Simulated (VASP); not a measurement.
Here is a VASP 6.6.1 calculation.

Contents of POSCAR:

```
NaCl
1.0
    0.0000000000      2.8100000000      2.8100000000
    2.8100000000      0.0000000000      2.8100000000
    2.8100000000      2.8100000000      0.0000000000
Na Cl
1 1
Direct
    0.0000000000      0.0000000000      0.0000000000
    0.5000000000      0.5000000000      0.5000000000
```

The input INCAR.step1:

```
PREC     = Accurate       # precision mode
ENCUT    = 520            # plane-wave cutoff, eV
EDIFF    = 1E-5           # SCF threshold, eV
ISMEAR   = 0              # smearing method
SIGMA    = 0.1            # smearing width, eV
LREAL    = False          # projectors in reciprocal space
LASPH    = True           # aspherical terms in the spheres
NELM     = 100            # most SCF steps
ALGO     = Normal         # electronic algorithm
ISIF     = 2              # what is computed and relaxed
LWAVE    = True           # write WAVECAR
LCHARG   = False          # write CHGCAR
NBANDS   = 14             # bands
GGA      = PE             # functional
```

Contents of INCAR.step2:

```
PREC     = Accurate       # precision mode
ENCUT    = 520            # plane-wave cutoff, eV
EDIFF    = 1E-6           # SCF threshold, eV
ISMEAR   = 0              # smearing method
SIGMA    = 0.1            # smearing width, eV
LREAL    = False          # projectors in reciprocal space
LASPH    = True           # aspherical terms in the spheres
NELM     = 100            # most SCF steps
ALGO     = Normal         # electronic algorithm
ISIF     = 2              # what is computed and relaxed
LWAVE    = False          # write WAVECAR
LCHARG   = False          # write CHGCAR
GGA      = PE             # functional
LHFCALC  = True           # exact exchange
HFSCREEN = 0.2079         # screening, 1/A
PRECFOCK = Normal       
NBANDS   = 14             # bands
ISTART   = 1
```

The input KPOINTS:

```
Automatic mesh
0
Gamma
  6 6 6
```

Potentials or basis: VASP PAW PBE potentials, release 64 (Na_pv, Cl).

Run with:

```console
$ cat potpaw_PBE.64/Na_pv/POTCAR potpaw_PBE.64/Cl/POTCAR > POTCAR
$ cp INCAR.step1 INCAR
$ mpirun -np 1 vasp_std > vasp.out
$ cp INCAR.step2 INCAR
$ mpirun -np 1 vasp_std > vasp.out
```

Task: What does it give for the band gap on the k mesh?

Result: 6.52 eV.

Task: What does it give for the pressure?

Result: 0.5 GPa.

Caveat: the PAW data sets were made with another functional, which shifts forces and pressure a little.
